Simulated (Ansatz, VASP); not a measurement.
## Hf: VASP beside Ansatz

Contents of INCAR:

```
SYSTEM = Hf
PREC = Accurate
ENCUT = 520
EDIFF = 1E-6
ISMEAR = -1
SIGMA = 0.1
LREAL = .False.
LASPH = .True.
NELM = 100
ALGO = Normal
ISIF = 2
LWAVE = .False.
LCHARG = .True.
GGA = PE
LELF = .True.
LVHAR = .True.
NBANDS = 17
```

KPOINTS

```
Automatic mesh
0
Gamma
  12 12 12
  0 0 0
```

POSCAR

```
Hf
1.0
    0.0000000000      2.9737103565      2.9737103565
    2.9737103565      0.0000000000      2.9737103565
    2.9737103565      2.9737103565      0.0000000000
Hf
2
Direct
   -0.1250000000     -0.1250000000     -0.1250000000
    0.1250000000      0.1250000000      0.1250000000
```

Input for Ansatz:

```yaml
crystal:
  lattice:
    - [0.0, 2.9737103565, 2.9737103565]
    - [2.9737103565, 0.0, 2.9737103565]
    - [2.9737103565, 2.9737103565, 0.0]
  atoms:
    - { symbol: Hf, position: [-0.125, -0.125, -0.125] }
    - { symbol: Hf, position: [0.125, 0.125, 0.125] }
kpoints:
  mp_grid: { grid: [12, 12, 12] }
scf:
  occupations: { method: fermi_dirac, width: 0.1 }
hamiltonian:
  xc: pbe
  pseudopotentials: { kind: all_electron, lapw: { basis_error: 0.001 } }
output:
  forces: true
  stress: true
  eigenvalues: true
  populations: true
```

Change from the starting cell: volume scaled by 0.75, LAPW.

Alike in both runs: task single point; functional PBE; k mesh 12 × 12 × 12; occupations fermi-dirac, width 0.1 eV; no spin polarisation.

|  | VASP | Ansatz |
| --- | --- | --- |
| version | VASP 6.6.1 | Ansatz 0.2.0 |
| potentials or method | VASP PAW PBE potentials, release 64 (Hf_pv), cutoff 520 eV | all-electron LAPW, scalar-relativistic |

|  | VASP | Ansatz | Ansatz less VASP |
| --- | --- | --- | --- |
| pressure (GPa) | 11.7 | 12.2 | +0.57 |

Ansatz ran all-electron here, and VASP with PAW potentials.

Spin-orbit coupling is off throughout.
